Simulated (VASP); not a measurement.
# BP (F-43m) in VASP: a series of runs, part 2 of 2

VASP 6.6.1. The steps go on from the part before.

### 4 Vibrations by perturbation theory, PBEsol (11.72 Å³/atom)

This run uses another cell than the first one, of 11.72 Å³/atom.

The input, INCAR:

```
SYSTEM = BP
PREC = Accurate
ENCUT = 520
EDIFF = 1E-8
ISMEAR = 0
SIGMA = 0.01
LREAL = .False.
LASPH = .True.
NELM = 100
ALGO = Normal
ISIF = 2
LWAVE = .False.
LCHARG = .False.
GGA = PS
NBANDS = 11
IBRION = 8
NSW = 1
```

The input, KPOINTS:

```
Automatic mesh
0
Gamma
  8 8 8
  0 0 0
```

The input, POSCAR:

```
BP
1.0
    0.0000000000      2.2713137724      2.2713137724
    2.2713137724      0.0000000000      2.2713137724
    2.2713137724      2.2713137724      0.0000000000
B P
1 1
Direct
    0.0000000000      0.0000000000      0.0000000000
    0.7500000000      0.7500000000      0.7500000000
```

Potentials or basis: VASP PAW PBE potentials, release 64 (B, P).

On the command line:

```
$ cat potpaw_PBE.64/B/POTCAR potpaw_PBE.64/P/POTCAR > POTCAR
$ mpirun -np 1 vasp_std > vasp.out
```

OUTCAR:

```text
SYSTEM = BP
   PREC = Accurate
   ENCUT = 520
   EDIFF = 1E-8
   ISMEAR = 0
   LREAL = .False.
   LASPH = .True.
   NELM = 100
   ISIF = 2
   GGA = PS
   IBRION = 8
   NSW = 1

 ion  position               nearest neighbor table
   1  0.000  0.000  0.000-   2 1.97   2 1.97   2 1.97   2 1.97
   2  0.750  0.750  0.750-   1 1.97   1 1.97   1 1.97   1 1.97

  LATTYP: Found a face centered cubic cell.
 ALAT       =     4.5426275448

  Lattice vectors:

 A1 = (   0.0000000000,   2.2713137724,   2.2713137724)
 A2 = (   2.2713137724,   0.0000000000,   2.2713137724)
 A3 = (   2.2713137724,   2.2713137724,   0.0000000000)

Analysis of symmetry for initial positions (statically):
=====================================================================
 Subroutine PRICEL returns:
 Original cell was already a primitive cell.

[... 566 lines left out ...]

 INTERNAL STRAIN TENSOR  FOR ION    2  DIRECTION 1   (eV/Angst):
 -----------------------------------------------------------------------------
    -0.01115  0.00000  0.00000
     0.00000  0.00883  6.79756
     0.00000  6.79756  0.00883

 INTERNAL STRAIN TENSOR FOR ION    2 for displacements in x,y,z  (eV/Angst):
          X           Y           Z          XY          YZ          ZX
  --------------------------------------------------------------------------------
  x     0.00000     0.00000     0.00000     0.00000     6.79756     0.00000
  y     0.00000     0.00000     0.00000     0.00000     0.00000     6.79756
  z     0.00000     0.00000     0.00000     6.79756     0.00000     0.00000

 SECOND DERIVATIVES (NOT SYMMETRIZED)
 ------------------------------------
               1X          1Y          1Z          2X          2Y          2Z
  1X   -18.827013    0.000000    0.000000   18.827013    0.000000    0.000000
  1Y     0.000000  -18.827013    0.000000    0.000000   18.827013    0.000000
  1Z     0.000000    0.000000  -18.827013    0.000000    0.000000   18.827013
  2X    18.822076    0.000000    0.000000  -18.822076    0.000000    0.000000
  2Y     0.000000   18.822076    0.000000    0.000000  -18.822076    0.000000
  2Z     0.000000    0.000000   18.822076    0.000000    0.000000  -18.822076

 Eigenvectors and eigenvalues of the dynamical matrix
 ----------------------------------------------------

   1 f  =   23.961021 THz   150.551537 2PiTHz  799.253641 cm-1    99.094777 meV
             X         Y         Z           dx          dy          dz
      0.000000  0.000000  0.000000     0.000000   -0.861000    0.000000
      3.406971  3.406971  3.406971    -0.000000    0.508605    0.000000
[... 21 lines left out ...]
   6 f/i=    0.001376 THz     0.008644 2PiTHz    0.045892 cm-1     0.005690 meV
             X         Y         Z           dx          dy          dz
      0.000000  0.000000  0.000000     0.508544   -0.005813   -0.005260
      3.406971  3.406971  3.406971     0.860898   -0.009841   -0.008904

--------------------------------------------------------------------------------------------------------

 ELASTIC MODULI CONTR FROM IONIC RELAXATION (kBar)
 Direction    XX          YY          ZZ          XY          YZ          ZX
 --------------------------------------------------------------------------------
 XX          -0.0000      0.0000      0.0000      0.0000     -0.0000      0.0000
 YY           0.0000     -0.0000      0.0000      0.0000      0.0000      0.0000
 ZZ           0.0000      0.0000     -0.0000     -0.0000      0.0000      0.0000
 XY           0.0000      0.0000     -0.0000   -178.9987      0.0000      0.0000
 YZ          -0.0000      0.0000      0.0000      0.0000   -178.9987      0.0000
 ZX           0.0000      0.0000      0.0000      0.0000      0.0000   -178.9987
 --------------------------------------------------------------------------------
```

stdout:

```text
POSCAR found type information on POSCAR B P
 POSCAR found :  2 types and       2 ions
 scaLAPACK will be used
 -----------------------------------------------------------------------------
|                                                                             |
|                                                                             |
|     You enforced a specific xc type in the INCAR file but a different       |
|     I HOPE YOU KNOW WHAT YOU ARE DOING!                                     |
|                                                                             |
 -----------------------------------------------------------------------------

 LDA part: xc-table for (Slater+PW92), standard interpolation
 POSCAR, INCAR and KPOINTS ok, starting setup
 FFT: planning ... GRIDC
 FFT: planning ... GRID_SOFT
 FFT: planning ... GRID
 WAVECAR not read
 entering main loop
 Linear response reoptimize wavefunctions to high precision
 Linear response DOF=           2
 Linear response progress:
 first order change of Fermi-energy  -0.10829E+02
 force on displaced ion       1 direction 1 : -18.827   0.000   0.000
 Linear response progress:
 first order change of Fermi-energy   0.10829E+02
 force on displaced ion       2 direction 1 : -18.822   0.000   0.000
 Linear response finished
```

Run time: 57 s. Hardware: 1 thread of Intel Xeon 8259CL, shared host; peak memory 0.18 GiB.

Results:

| Property | Result |
| --- | --- |
| Highest phonon frequency at Γ, LO-TO splitting left out | 799 cm⁻¹ |

Phonon frequencies in cm⁻¹ (negative: imaginary):
```tsv
q point	frequencies
(0.000, 0.000, 0.000)	0 0 0 799 799 799
```

Caveat: the cell stands under pressure or tension, which shifts response properties; the PAW data sets were made with another functional, which shifts forces and pressure a little.

### 5 Vibrations by perturbation theory, PBEsol (11.72 Å³/atom)

This run uses another cell than the first one, of 11.72 Å³/atom.

The input, INCAR:

```
PREC = Accurate
ENCUT = 520
EDIFF = 1E-8
ISMEAR = 0
SIGMA = 0.01
LREAL = F
LASPH = T
NELM = 100
ALGO = Normal
ISIF = 2
LWAVE = F
LCHARG = F
GGA = PS
IBRION = 8
NSW = 1
```

The input, KPOINTS:

```
regular mesh
0
Gamma
  8 8 8
```

POSCAR is that of step 4.

Potentials or basis: VASP PAW PBE potentials, release 64 (B, P).

On the command line:

```
$ cat potpaw_PBE.64/B/POTCAR potpaw_PBE.64/P/POTCAR > POTCAR
$ mpirun -np 1 vasp_std > vasp.out
```

OUTCAR:

```text
PREC = Accurate
   ENCUT = 520
   EDIFF = 1E-8
   ISMEAR = 0
   LREAL = F
   LASPH = T
   NELM = 100
   ISIF = 2
   GGA = PS
   IBRION = 8
   NSW = 1

 ion  position               nearest neighbor table
   1  0.000  0.000  0.000-   2 1.97   2 1.97   2 1.97   2 1.97
   2  0.750  0.750  0.750-   1 1.97   1 1.97   1 1.97   1 1.97

  LATTYP: Found a face centered cubic cell.
 ALAT       =     4.5426275448

  Lattice vectors:

 A1 = (   0.0000000000,   2.2713137724,   2.2713137724)
 A2 = (   2.2713137724,   0.0000000000,   2.2713137724)
 A3 = (   2.2713137724,   2.2713137724,   0.0000000000)

Analysis of symmetry for initial positions (statically):
=====================================================================
 Subroutine PRICEL returns:
 Original cell was already a primitive cell.

 Routine SETGRP: Setting up the symmetry group for a
 face centered cubic supercell.

 Subroutine GETGRP returns: Found 24 space group operations
 (whereof 24 operations were pure point group operations)
 out of a pool of 48 trial point group operations.

The static configuration has the point symmetry T_d .

Analysis of symmetry for dynamics (positions and initial velocities):
=====================================================================
 Subroutine PRICEL returns:
 Original cell was already a primitive cell.

 Routine SETGRP: Setting up the symmetry group for a
 face centered cubic supercell.

 Subroutine GETGRP returns: Found 24 space group operations
 (whereof 24 operations were pure point group operations)
 out of a pool of 48 trial point group operations.

The dynamic configuration has the point symmetry T_d .

 Subroutine INISYM returns: Found 24 space group operations
 (whereof 24 operations are pure point group operations),
 and found     1 'primitive' translations

----------------------------------------------------------------------------------------

                                     Primitive cell

  volume of cell :      23.4348

  direct lattice vectors                    reciprocal lattice vectors
     0.000000000  2.271313772  2.271313772    -0.220136912  0.220136912  0.220136912
     2.271313772  0.000000000  2.271313772     0.220136912 -0.220136912  0.220136912
     2.271313772  2.271313772  0.000000000     0.220136912  0.220136912 -0.220136912

  length of vectors
     3.212122741  3.212122741  3.212122741     0.381288316  0.381288316  0.381288316

  position of ions in fractional coordinates (direct lattice)
     0.000000000  0.000000000  0.000000000
     0.750000000  0.750000000  0.750000000

  ion indices of the primitive-cell ions
   primitive index   ion index
                 1           1
                 2           2

[... 130 lines left out ...]
      1      -8.1009      2.00000
      2       7.3703      2.00000
      3       7.3703      2.00000
      4       7.3703      2.00000
      5      10.7221      0.00000
      6      10.7221      0.00000
      7      10.7221      0.00000
      8      14.6668      0.00000
[... 243 lines left out ...]
 k-point    24 :      -0.3750    0.2500    0.1250
  band No.  band energies     occupation
      1      -4.1044      2.00000
      2      -1.1085      2.00000
      3       2.8202      2.00000
      4       4.2299      2.00000
      5      11.4685      0.00000
      6      12.4924      0.00000
      7      15.6251      0.00000
      8      17.0720      0.00000

 [... further k-points ...]

------------------------ aborting loop because EDIFF is reached ----------------------------------------

  FORCE on cell =-STRESS in cart. coord.  units (eV):
  Direction    XX          YY          ZZ          XY          YZ          ZX
  --------------------------------------------------------------------------------------
  -------------------------------------------------------------------------------------
  Total       -0.3409875     -0.3409875     -0.3409875     -0.0000000     -0.0000000     -0.0000000
  in kB      -23.3124329    -23.3124329    -23.3124329     -0.0000000     -0.0000000     -0.0000000
  external PRESSURE =     -23.3124329 kB  Pullay stress =       0.0000000 kB

 VOLUME and BASIS-vectors are now :
 -----------------------------------------------------------------------------
  energy-cutoff  :      520.00
  volume of cell :       23.43
      direct lattice vectors                 reciprocal lattice vectors
     0.000000000  2.271313772  2.271313772    -0.220136912  0.220136912  0.220136912
     2.271313772  0.000000000  2.271313772     0.220136912 -0.220136912  0.220136912
     2.271313772  2.271313772  0.000000000     0.220136912  0.220136912 -0.220136912

 POSITION                                       TOTAL-FORCE (eV/Angst)
 -----------------------------------------------------------------------------------
      0.00000      0.00000      0.00000        -0.000000      0.000000      0.000000
      3.40697      3.40697      3.40697         0.000000     -0.000000     -0.000000
 -----------------------------------------------------------------------------------
    total drift:                               -0.000000     -0.000000     -0.000000

  FREE ENERGIE OF THE ION-ELECTRON SYSTEM (eV)
  ---------------------------------------------------
  free  energy   TOTEN  =       -13.6693305618 eV

  energy  without entropy=      -13.6693305618  energy(sigma->0) =      -13.66933056

[... ionic steps 2 to 3 ...]

--------------------------------------- Ionic step        4  -------------------------------------------

------------------------ aborting loop because EDIFF is reached ----------------------------------------

[... ionic steps 5 to 6 ...]

--------------------------------------- Ionic step        7  -------------------------------------------

 Free energy of the ion-electron system (eV)
  ---------------------------------------------------
  ---------------------------------------------------
  free energy    TOTEN  =        -0.04075554 eV

  energy without entropy =       -0.04075554

------------------------ aborting loop because EDIFF is reached ----------------------------------------

 INTERNAL STRAIN TENSOR  FOR ION    2  DIRECTION 1   (eV/Angst):
 -----------------------------------------------------------------------------
    -0.01116  0.00000  0.00000
     0.00000  0.00883  6.79748
     0.00000  6.79748  0.00883

 INTERNAL STRAIN TENSOR FOR ION    2 for displacements in x,y,z  (eV/Angst):
          X           Y           Z          XY          YZ          ZX
  --------------------------------------------------------------------------------
  x    -0.00000     0.00000     0.00000     0.00000     6.79748     0.00000
  y    -0.00000     0.00000    -0.00000     0.00000     0.00000     6.79748
  z     0.00000     0.00000    -0.00000     6.79748     0.00000     0.00000

 SECOND DERIVATIVES (NOT SYMMETRIZED)
 ------------------------------------
               1X          1Y          1Z          2X          2Y          2Z
  1X   -18.826863    0.000000    0.000000   18.826863    0.000000    0.000000
  1Y     0.000000  -18.826863    0.000000    0.000000   18.826863    0.000000
  1Z     0.000000    0.000000  -18.826863    0.000000    0.000000   18.826863
  2X    18.822974    0.000000    0.000000  -18.822974    0.000000    0.000000
  2Y     0.000000   18.822974    0.000000    0.000000  -18.822974    0.000000
  2Z     0.000000    0.000000   18.822974    0.000000    0.000000  -18.822974

 Eigenvectors and eigenvalues of the dynamical matrix
 ----------------------------------------------------

   1 f  =   23.961098 THz   150.552021 2PiTHz  799.256206 cm-1    99.095095 meV
             X         Y         Z           dx          dy          dz
      0.000000  0.000000  0.000000    -0.860994    0.000000    0.000000
      3.406971  3.406971  3.406971     0.508615    0.000000    0.000000
[... 21 lines left out ...]
   6 f/i=    0.001084 THz     0.006810 2PiTHz    0.036154 cm-1     0.004482 meV
             X         Y         Z           dx          dy          dz
      0.000000  0.000000  0.000000     0.000000    0.000000   -0.508615
      3.406971  3.406971  3.406971     0.000000    0.000000   -0.860994

--------------------------------------------------------------------------------------------------------

 ELASTIC MODULI CONTR FROM IONIC RELAXATION (kBar)
 Direction    XX          YY          ZZ          XY          YZ          ZX
 --------------------------------------------------------------------------------
 XX          -0.0000     -0.0000     -0.0000     -0.0000      0.0000      0.0000
 YY          -0.0000     -0.0000     -0.0000     -0.0000     -0.0000     -0.0000
 ZZ          -0.0000     -0.0000     -0.0000      0.0000     -0.0000      0.0000
 XY          -0.0000     -0.0000      0.0000   -178.9936      0.0000     -0.0000
 YZ           0.0000     -0.0000     -0.0000      0.0000   -178.9936      0.0000
 ZX           0.0000     -0.0000      0.0000     -0.0000      0.0000   -178.9936
 --------------------------------------------------------------------------------
```

OSZICAR:

```text
N       E                     dE             d eps       ncg     rms          rms(c)
DAV:   1     0.104424832565E+02    0.10442E+02   -0.40111E+03   464   0.901E+02
DAV:   2    -0.141115249737E+02   -0.24554E+02   -0.23621E+02   776   0.109E+02
DAV:   3    -0.143715553822E+02   -0.26003E+00   -0.26003E+00   504   0.155E+01
DAV:   4    -0.143722125193E+02   -0.65714E-03   -0.65714E-03   784   0.802E-01
[... 41 lines left out ...]
RMM:   8    -0.407555947182E-01    0.75662E-06    0.29310E-07  2599   0.121E-04    0.211E-05
RMM:   9    -0.407555051492E-01    0.89569E-07    0.96295E-08  2635   0.371E-05    0.629E-06
RMM:  10    -0.407555576813E-01   -0.52532E-07   -0.14372E-07  2643   0.106E-05    0.870E-06
RMM:  11    -0.407555433415E-01    0.14340E-07   -0.59582E-08  2287   0.348E-06    0.929E-07
RMM:  12    -0.407555361087E-01    0.72328E-08    0.61549E-09  1415   0.956E-07    0.167E-07
 Linear response finished
```

stdout:

```text
POSCAR found type information on POSCAR B P
 POSCAR found :  2 types and       2 ions
 scaLAPACK will be used
 -----------------------------------------------------------------------------
|                                                                             |
|                                                                             |
|     You enforced a specific xc type in the INCAR file but a different       |
|     I HOPE YOU KNOW WHAT YOU ARE DOING!                                     |
|                                                                             |
 -----------------------------------------------------------------------------

 LDA part: xc-table for (Slater+PW92), standard interpolation
 POSCAR, INCAR and KPOINTS ok, starting setup
 FFT: planning ... GRIDC
 FFT: planning ... GRID_SOFT
 FFT: planning ... GRID
 WAVECAR not read
 entering main loop
 Linear response reoptimize wavefunctions to high precision
 Linear response DOF=           2
 Linear response progress:
 first order change of Fermi-energy   0.12504E-03
 force on displaced ion       1 direction 1 : -18.827   0.000   0.000
 Linear response progress:
 first order change of Fermi-energy   0.13613E-03
 force on displaced ion       2 direction 1 : -18.823   0.000   0.000
 Linear response finished
```

It took 56 s on 1 thread of Intel Xeon 8259CL, shared host; peak memory 0.18 GiB.

What came out:

```yaml
Highest_phonon_frequency_at_Γ_LO-TO_splitting_left_out: 799 cm⁻¹
```

Phonon frequencies in cm⁻¹ (negative: imaginary):
| q point | frequencies |
| --- | --- |
| (0.000, 0.000, 0.000) | 0 0 0 799 799 799 |

Caveat: the cell stands under pressure or tension, which shifts response properties; the PAW data sets were made with another functional, which shifts forces and pressure a little.
